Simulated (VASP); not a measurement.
**BN: single point with PBE**

Crystal: BN.

```
B N
1.0
     2.50556    0.00000    0.00000
    -1.25278    2.16987    0.00000
     0.00000    0.00000    6.65288
B N
2 2
Direct
  0.33333 0.66667 0.25000
  0.66667 0.33333 0.75000
  0.33333 0.66667 0.75000
  0.66667 0.33333 0.25000
```

| Property | Result |
| --- | --- |
| Program | VASP 6.6.1 |
| Task | single point |
| Functional | PBE |
| Potentials or basis | VASP PAW PBE potentials, release 64 (B, N) |
| Cutoff | 520 eV |
| k mesh | 6 × 6 × 2 |
| Occupations | gaussian, width 0.05 eV |
| Spin | no spin polarisation |

```yaml
Pressure: 3.0 GPa
Band_gap_on_the_k_mesh: 4.28 eV (least direct gap 4.64 eV)
```

Stress tensor (GPa, compression positive):
```
3.04 0.00 0.00
0.00 3.04 0.00
0.00 0.00 2.80
```

Levels at points of the mesh, in eV from the valence-band top:
| k point | band 4 | band 5 | band 6 | band 7 | band 8 | band 9 | band 10 | band 11 | band 12 | band 13 |
| --- | --- | --- | --- | --- | --- | --- | --- | --- | --- | --- |
| (0.00, 0.00, 0.00) | -4.09 | -1.33 | -1.33 | -1.30 | -1.30 | 5.25 | 10.29 | 11.53 | 11.53 | 11.66 |
| (0.50, 0.00, 0.00) | -8.83 | -4.14 | -4.07 | -1.43 | -0.43 | 4.28 | 5.63 | 9.52 | 9.94 | 12.71 |
| (0.00, 0.00, 0.50) | -5.26 | -1.31 | -1.31 | -1.31 | -1.31 | 7.60 | 7.60 | 11.59 | 11.59 | 11.59 |
| (0.50, 0.00, 0.50) | -8.87 | -4.11 | -4.11 | -0.91 | -0.91 | 4.74 | 4.74 | 9.90 | 9.90 | 13.58 |

Run time: 19 s on 1 thread of AMD EPYC 7R43 64-Core Processor (Zen 3) (shared host), peak memory 0.1 GiB.

Caveat: the k points lie up to 0.48 Å⁻¹ apart; this functional lacks dispersion, which binds layers or chains, so the pressure and a relaxed spacing across them are unreliable. A k mesh can miss the band edges.
